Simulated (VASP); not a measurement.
# Te2Mo in VASP: single point with PBE+D3(BJ)

Aim: the single point of Te2Mo with PBE+D3(BJ).

Everything below comes from runs of VASP 6.6.1. Logs are shortened: lines on timing, memory, paths and dates and some standing lists are left out, and cuts for length are marked.

## Step 1: The cell of the first run

The cell holds a slab with vacuum, 6 atoms: a = 3.504 Å, b = 3.504 Å, c = 24.768 Å, α = 90.00°, β = 90.00°, γ = 120.00°.

## Step 2: Single point, PBE+D3(BJ) (layers slid over each other)

Contents of INCAR:

```
SYSTEM = Te2Mo
PREC = Accurate
ENCUT = 520
EDIFF = 1E-7
ISMEAR = 0
SIGMA = 0.05
LREAL = .False.
LASPH = .True.
NELM = 80
ALGO = Normal
ISIF = 2
LWAVE = .False.
LCHARG = .True.
LDIPOL = .True.
IDIPOL = 3
DIPOL = 0.5 0.5 0.398
GGA = PE
IVDW = 12
LELF = .True.
LVHAR = .True.
LVACPOTAV = .True.
NBANDS = 35
```

Contents of KPOINTS:

```
Automatic mesh
0
Gamma
  9 9 1
  0 0 0
```

Contents of POSCAR:

```
Te2Mo
1.0
    3.5038815467      0.0000000000      0.0000000000
   -1.7519407734      3.0344504312      0.0000000000
    0.0000000000      0.0000000000     24.7677198428
Te Mo
4 2
Direct
    0.3333333333      0.6666666667      0.1816881016
    0.3333333333      0.6666666667      0.3284056818
    0.3333333333      1.1666666667      0.4668923904
    0.3333333333      1.1666666667      0.6136099705
    0.6666666667      0.3333333333      0.2550468917
    0.6666666667      0.8333333333      0.5402511804
```

Potentials or basis: VASP PAW PBE potentials, release 64 (Te, Mo_sv).

Started as:

```bash
$ cat potpaw_PBE.64/Te/POTCAR potpaw_PBE.64/Mo_sv/POTCAR > POTCAR
$ mpirun -np 1 vasp_std > vasp.out
```

OUTCAR:

```text
SYSTEM = Te2Mo
   PREC = Accurate
   ENCUT = 520
   EDIFF = 1E-7
   ISMEAR = 0
   LREAL = .False.
   LASPH = .True.
   NELM = 80
   ISIF = 2
   GGA = PE
   IVDW = 12
 IVDW          = 12

 ion  position               nearest neighbor table
   1  0.333  0.667  0.182-   5 2.72   5 2.72   5 2.72   2 3.63
   2  0.333  0.667  0.328-   5 2.72   5 2.72   5 2.72   1 3.63
   3  0.333  0.167  0.467-   6 2.72   6 2.72   6 2.72   4 3.63
   4  0.333  0.167  0.614-   6 2.72   6 2.72   6 2.72   3 3.63
   5  0.667  0.333  0.255-   1 2.72   2 2.72   1 2.72   2 2.72   1 2.72   2 2.72
   6  0.667  0.833  0.540-   3 2.72   3 2.72   3 2.72   4 2.72   4 2.72   4 2.72

  LATTYP: Found a hexagonal cell.
 ALAT       =     3.5038815467
 C/A-ratio  =     7.0686521541

  Lattice vectors:

 A1 = (   3.5038815467,   0.0000000000,   0.0000000000)
 A2 = (  -1.7519407734,   3.0344504312,   0.0000000000)
 A3 = (   0.0000000000,   0.0000000000,  24.7677198428)

Analysis of symmetry for initial positions (statically):
=====================================================================
 Subroutine PRICEL returns:
 Original cell was already a primitive cell.

 Routine SETGRP: Setting up the symmetry group for a
 hexagonal supercell.

 Subroutine GETGRP returns: Found  4 space group operations
 (whereof  2 operations were pure point group operations)
 out of a pool of 24 trial point group operations.

The static configuration has the point symmetry C_1h.
 The point group associated with its full space group is C_2v.

Analysis of symmetry for dynamics (positions and initial velocities):
=====================================================================
 Subroutine PRICEL returns:
 Original cell was already a primitive cell.

 Routine SETGRP: Setting up the symmetry group for a
 hexagonal supercell.

 Subroutine GETGRP returns: Found  4 space group operations
 (whereof  2 operations were pure point group operations)
 out of a pool of 24 trial point group operations.

The dynamic configuration has the point symmetry C_1h.
 The point group associated with its full space group is C_2v.

 Subroutine INISYM returns: Found  4 space group operations
 (whereof  2 operations are pure point group operations),
 and found     1 'primitive' translations

----------------------------------------------------------------------------------------

                                     Primitive cell

  volume of cell :     263.3392

  direct lattice vectors                    reciprocal lattice vectors
     3.503881547  0.000000000  0.000000000     0.285397776  0.164774483  0.000000000
    -1.751940773  3.034450431  0.000000000     0.000000000  0.329548965  0.000000000
     0.000000000  0.000000000 24.767719843     0.000000000  0.000000000  0.040375134

  length of vectors
     3.503881547  3.503881547 24.767719843     0.329548965  0.329548965  0.040375134

  position of ions in fractional coordinates (direct lattice)
     0.333333333  0.666666667  0.181688102
     0.333333333  0.666666667  0.328405682
     0.333333333  0.166666667  0.466892390
     0.333333333  0.166666667  0.613609971
     0.666666667  0.333333333  0.255046892
     0.666666667  0.833333333  0.540251180

  ion indices of the primitive-cell ions
   primitive index   ion index
                 1           1
                 2           2
                 3           3
                 4           4
                 5           5
                 6           6

----------------------------------------------------------------------------------------

 KPOINTS: Automatic mesh

Automatic generation of k-mesh.
 Grid dimensions read from file:
 generate k-points for:    9    9    1

 Generating k-lattice:

  Cartesian coordinates                     Fractional coordinates (reciprocal lattice)
     0.031710864  0.018308276  0.000000000     0.111111111  0.000000000  0.000000000
     0.000000000  0.036616552  0.000000000     0.000000000  0.111111111  0.000000000
     0.000000000  0.000000000  0.040375134     0.000000000  0.000000000  1.000000000

  Length of vectors
     0.036616552  0.036616552  0.040375134

  Shift w.r.t. Gamma in fractional coordinates (k-lattice)
     0.000000000  0.000000000  0.000000000

 Subroutine IBZKPT returns following result:
 ===========================================

 Found     25 irreducible k-points:

 Following reciprocal coordinates:
            Coordinates               Weight
  0.000000  0.000000  0.000000      1.000000
  0.111111 -0.000000  0.000000      2.000000
  0.000000  0.111111  0.000000      4.000000
  0.222222  0.000000  0.000000      2.000000
  0.000000  0.222222  0.000000      4.000000
  0.333333 -0.000000  0.000000      2.000000
[... 16 lines left out ...]
 -0.222222 -0.444444  0.000000      4.000000
  0.444444  0.333333  0.000000      4.000000
   k-points           NKPTS =     25   k-points in BZ     NKDIM =     25   number of bands    NBANDS=     35
   number of dos      NEDOS =    301   number of ions     NIONS =      6
   total plane-waves  NPLWV = 150528
   dimension x,y,z NGX =    28 NGY =   28 NGZ =  192
   dimension x,y,z NGXF=    56 NGYF=   56 NGZF=  384
   ions per type =               4   2
   NGX,Y,Z   is equivalent  to a cutoff of  13.28, 13.28, 12.89 a.u.
   NGXF,Y,Z  is equivalent  to a cutoff of  26.57, 26.57, 25.77 a.u.
 SYSTEM =  Te2Mo
   PREC   = accura    normal or accurate (medium, high low for compatibility)
   ISTART =      0    job   : 0-new  1-cont  2-samecut
   ICHARG =      2    charge: 1-file 2-atom 10-const
   ISPIN  =      1    spin polarized calculation?
   LNONCOLLINEAR =      F non collinear calculations
   LSORBIT =      F    spin-orbit coupling
   LASPH  =      T    aspherical Exc in radial PAW
   ENCUT  =  520.0 eV  38.22 Ry    6.18 a.u.   6.51  6.51 46.05*2*pi/ulx,y,z
   NELM   =     80;   NELMIN=  2; NELMDL= -5     # of ELM steps
   EDIFF  = 0.1E-06   stopping-criterion for ELM
   LREAL  =      F    real-space projection
   EDIFFG = 0.1E-05   stopping-criterion for IOM
   NSW    =      0    number of steps for IOM
   IBRION =     -1    ionic relax: 0-MD 1-quasi-New 2-CG
   NFREE  =      0    steps in history (QN), initial steepest desc. (CG)
   ISIF   =      2    stress and relaxation
   ISYM   =      2    0-nonsym 1-usesym 2-fastsym
   POTIM  = 0.5000    time-step for ionic-motion
   TEBEG  =    0.0;   TEEND  =   0.0 temperature during run
   PSTRESS=    0.0 pullay stress
   NELECT =      52.0000    total number of electrons
   NUPDOWN=      -1.0000    fix difference up-down
   EMIN   =  10.00;   EMAX   =-10.00  energy-range for DOS
   EFERMI =   0.00;   METHOD = LEGACY
   ISMEAR =     0;   SIGMA  =   0.05  broadening in eV -4-tet -1-fermi 0-gaus
   EFERMI_NEDOS =   21; number of points for ismear=-14 and -15
   IALGO  =     38    algorithm
   IMIX   =      4    mixing-type and parameters
     AMIX     =   0.40;   BMIX     =  1.00
     AMIX_MAG =   1.60;   BMIX_MAG =  1.00
  volume/ion in A,a.u.               =      43.89       296.18
  Fermi-wavevector in a.u.,A,eV,Ry     =   0.953317  1.801508 12.365162  0.908814
  Thomas-Fermi vector in A             =   2.081961
   LORBIT       =      0    0 simple, 1 ext, 2 COOP (PROOUT), +10 PAW based schemes
   GGA     = PE    functional components
   LHFCALC =     F    Hartree Fock is set to
   AEXX    =    0.0000 exact exchange contribution
   IVDW    =    12    specifies the selected vdW correction
   LEPSILON=     F    determine dielectric tensor
   LRPA    =     F    only Hartree local field effects (RPA)
 non-spin polarized calculation
 Gauss-broadening in eV      SIGMA  =   0.05
  energy-cutoff  :      520.00
  volume of cell :      263.34
 maximum number of plane-waves:      7173
 NGX is ok and might be reduce to    28
   NGX = 13   NGY = 13   NGZ = 93

 dipolmoment           0.000000      0.000000     -0.000001 electrons x Angstroem

 number of electron      52.0000000 magnetization

 dipolmoment           0.000000      0.000000      0.000000 electrons x Angstroem

 Free energy of the ion-electron system (eV)
  ---------------------------------------------------
  ext. energy  EPLUGINS =         0.00000000
  ---------------------------------------------------
  free energy    TOTEN  =       -35.96541756 eV

  energy without entropy =      -35.96541756  energy(sigma->0) =      -35.96541756

 E-fermi :   2.8630     XC(G=0):  -6.3832

 val. band max:        2.4843048225   @ k =   0.3333   0.3333   0.0000
 cond. band min:       3.5732055932   @ k =   0.2222   0.2222   0.0000
 fundamental gap:      1.0889007706
 Fermi energy:         2.8630450948

 k-point     1 :       0.0000    0.0000    0.0000
  band No.  band energies     occupation
      1     -58.1831      2.00000
      2     -58.1831      2.00000
      3     -32.3609      2.00000
      4     -32.3609      2.00000
      5     -32.2167      2.00000
      6     -32.2166      2.00000
[... 27 lines left out ...]
     34       6.0520      0.00000
     35       6.6676      0.00000

 k-point     2 :       0.1111   -0.0000    0.0000
  band No.  band energies     occupation
      1     -58.1819      2.00000
      2     -58.1819      2.00000
      3     -32.3575      2.00000
      4     -32.3574      2.00000
      5     -32.2315      2.00000
      6     -32.2315      2.00000
[... 27 lines left out ...]
     34       5.9071      0.00000
     35       6.9046      0.00000

 k-point     3 :       0.0000    0.1111    0.0000
  band No.  band energies     occupation
      1     -58.1819      2.00000
      2     -58.1819      2.00000
      3     -32.3575      2.00000
      4     -32.3574      2.00000
      5     -32.2323      2.00000
      6     -32.2323      2.00000
[... 27 lines left out ...]
     34       5.7917      0.00000
     35       6.9089      0.00000
[... 723 lines left out ...]
 k-point    23 :      -0.2222   -0.4444    0.0000
  band No.  band energies     occupation
      1     -58.1721      2.00000
      2     -58.1721      2.00000
      3     -32.3316      2.00000
      4     -32.3316      2.00000
      5     -32.3289      2.00000
      6     -32.3288      2.00000
[... 27 lines left out ...]
     34       6.3160      0.00000
     35       7.3003      0.00000

 k-point    24 :       0.4444    0.3333    0.0000
  band No.  band energies     occupation
      1     -58.1721      2.00000
      2     -58.1721      2.00000
      3     -32.3320      2.00000
      4     -32.3320      2.00000
      5     -32.3281      2.00000
      6     -32.3280      2.00000
[... 27 lines left out ...]
     34       6.3965      0.00000
     35       7.2952      0.00000

 [... further k-points ...]

------------------------ aborting loop because EDIFF is reached ----------------------------------------

 Edisp (eV)   -2.79963

 E8    (eV) :    -1.3245

  FORCE on cell =-STRESS in cart. coord.  units (eV):
  Direction    XX          YY          ZZ          XY          YZ          ZX
  --------------------------------------------------------------------------------------
  -------------------------------------------------------------------------------------
  Total      -0.20679    -0.00690    -0.16986    -0.17311     0.00000     0.00000
  in kB      -1.25811    -0.04198    -1.03346    -1.05320     0.00000     0.00000
  external pressure =       -0.78 kB  Pullay stress =        0.00 kB

 VOLUME and BASIS-vectors are now :
 -----------------------------------------------------------------------------
  energy-cutoff  :      520.00
  volume of cell :      263.34
      direct lattice vectors                 reciprocal lattice vectors
     3.503881547  0.000000000  0.000000000     0.285397776  0.164774483  0.000000000
    -1.751940773  3.034450431  0.000000000     0.000000000  0.329548965  0.000000000
     0.000000000  0.000000000 24.767719843     0.000000000  0.000000000  0.040375134

 POSITION                                       TOTAL-FORCE (eV/Angst)
 -----------------------------------------------------------------------------------
     -0.00000      2.02297      4.50000         0.004689      0.002707      0.003088
     -0.00000      2.02297      8.13386        -0.002656     -0.001534      0.007276
      0.87597      0.50574     11.56386        -0.002656     -0.001534     -0.007276
      0.87597      0.50574     15.19772         0.004689      0.002707     -0.003088
      1.75194      1.01148      6.31693        -0.002033     -0.001174      0.007883
      0.87597      2.52871     13.38079        -0.002033     -0.001174     -0.007883
 -----------------------------------------------------------------------------------
    total drift:                                0.000600      0.000348      0.000040

  FREE ENERGIE OF THE ION-ELECTRON SYSTEM (eV)
  ---------------------------------------------------
  free  energy   TOTEN  =       -38.7650453035 eV

  energy  without entropy=      -38.7650453035  energy(sigma->0) =      -38.76504530

 vacuum level on the upper side and lower side of the slab         7.311         7.311
```

It took 4.4 min on 1 thread of Intel Xeon Platinum 8488C (Sapphire Rapids), shared host; peak memory 0.47 GiB.

What came out:

```yaml
Free_energy: -38.7650 eV
Largest_force: 0.008 eV/Å
Band_gap_on_the_k_mesh: 1.09 eV (least direct gap 1.16 eV)
Dispersion_energy_per_atom: -0.467 eV
```

Forces on the atoms (eV/Å):
```
Te   0.005  0.003  0.003
Te  -0.003 -0.002  0.007
Te  -0.003 -0.002 -0.007
Te   0.005  0.003 -0.003
Mo  -0.002 -0.001  0.008
Mo  -0.002 -0.001 -0.008
```

Caveat: the cell differs from its parent crystal (layers slid over each other); spin-orbit coupling is left out, which moves the levels of the heavy elements.
